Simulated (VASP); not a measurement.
Wanted: the native input for a VASP 6.6.1 run.

- Task: single point
- Functional: PBE
- Potentials or basis: VASP PAW PBE potentials, release 64 (Hf_pv, B)
- Cutoff: 500 eV
- k mesh: 10 × 10 × 8
- Occupations: fermi-dirac, width 0.02 eV
- Spin: no spin polarisation
- Dipole correction: no
- Further INCAR settings: ALGO = Normal; EDIFF = 1e-06; NBANDS = 15

The structure of HfB2 lies in POSCAR:

```
HfB2
1.0
    3.1400000000      0.0000000000      0.0000000000
   -1.5700000000      2.7193197700      0.0000000000
    0.0000000000      0.0000000000      3.4800000000
Hf B
1 2
Direct
    0.0000000000      0.0000000000      0.0000000000
    0.3333333333      0.6666666667      0.5000000000
    0.6666666667      0.3333333333      0.5000000000
```

The input as run:

INCAR

```
PREC = Accurate
ENCUT = 500
EDIFF = 1E-6
ISMEAR = -1
SIGMA = 0.02
LREAL = F
LASPH = T
NELM = 120
ALGO = Normal
ISIF = 2
LWAVE = F
LCHARG = F
GGA = PE
NBANDS = 15
GGA_COMPAT = F
```

KPOINTS

```
regular mesh
0
Gamma
  10 10 8
```

Potentials or basis: VASP PAW PBE potentials, release 64 (Hf_pv, B).

Run with:

```bash
$ cat potpaw_PBE.64/Hf_pv/POTCAR potpaw_PBE.64/B/POTCAR > POTCAR
$ mpirun -np 1 vasp_std > vasp.out
```

Results of the run:

```yaml
Pressure: 1.0 GPa
Band_gap_on_the_k_mesh: zero (band 8 reaches 8.26 eV, above the bottom of band 9 at 7.43 eV)
```

Caveat: spin-orbit coupling is left out, which moves the levels of the heavy elements.

Wall time 14 s on 1 thread of Intel(R) Xeon(R) Platinum 8488C (Sapphire Rapids), with other jobs on the host, peak memory 0.16 GiB.
